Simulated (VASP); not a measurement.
KF: single point with PBE

Crystal: KF.

```xyz
2
Lattice="0.0000 2.7105 2.7105 2.5208 0.0000 2.7105 2.5208 2.7105 0.0000" Properties=species:S:1:pos:R:3 pbc="T T T"
K     0.0000    0.0000    0.0000
F     2.5208    2.7105    2.7105
```

This cell differs from its parent crystal: normal strain along x -0.0700, normal strain along z +0.0000.

```
Program             : VASP 6.6.1
Task                : single point
Functional          : PBE
Potentials or basis : VASP PAW PBE potentials, release 64 (K_sv, F)
Cutoff              : 520 eV
k mesh              : 8 × 8 × 8
Occupations         : gaussian, width 0.05 eV
Spin                : no spin polarisation
```

- Pressure: 3.1 GPa
- Band gap on the k mesh: 6.19 eV

Stress tensor (GPa, compression positive):
```
7.02 0.00 0.00
0.00 1.17 0.00
0.00 0.00 1.17
```

Levels at points of the mesh, in eV from the valence-band top:
```csv
k point,band 6,band 7,band 8,band 9,band 10,band 11
"(0.00, 0.00, 0.00)",-0.15,-0.15,0.00,6.19,10.55,10.55
"(0.50, 0.00, 0.00)",-0.93,-0.49,-0.48,9.07,10.71,11.90
"(0.50, 0.50, 0.00)",-0.36,-0.20,-0.03,8.24,10.35,11.71
"(0.00, 0.50, 0.50)",-0.20,-0.20,-0.14,7.95,10.45,12.39
```

Run time: 15 s on 1 thread of AMD EPYC 9R45 96-Core Processor (Zen 5) (shared host), peak memory 0.15 GiB.

Caveat: the cell differs from its parent crystal (normal strain along x -0.0700, normal strain along z +0.0000); the cell stands under pressure. A k mesh can miss the band edges.
